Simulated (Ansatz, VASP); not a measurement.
Two plane-wave programs on ZnS

```
Zn S
1.0
     0.00000    2.69517    2.69517
     2.69517    0.00000    2.69517
     2.69517    2.69517    0.00000
Zn S
1 1
Direct
  0.00000 0.00000 0.00000
  0.75000 0.75000 0.75000
```

Alike in both runs: functional r2SCAN; k mesh 8 × 8 × 8; occupations gaussian, width 0.02 eV; no spin polarisation.

Ansatz relaxed the structure, and its values are those at the end. VASP's run is a single point on that final structure, the one shown.

|  | VASP | Ansatz |
| --- | --- | --- |
| version | VASP 6.6.1 | Ansatz 0.2.0 |
| potentials or method | VASP PAW PBE potentials, release 64 (Zn, S), cutoff 520 eV | scalar-relativistic, plane waves, PAW |
| valence electrons in the cell | 18 | 18 |

Ansatz gave:

```
gap on the k mesh at the Fermi level (eV) : 2.70
least direct gap on the mesh (eV)         : 2.70
pressure (GPa)                            : 0.0
```

Problem. Which values does VASP return?

Solution. gap on the k mesh at the Fermi level (eV): 2.71; least direct gap on the mesh (eV): 2.71; pressure (GPa): -0.1.

VASP's potentials were made for PBE, not for r2SCAN. With one functional, cell and mesh, what is left measures potentials, basis and numerics.
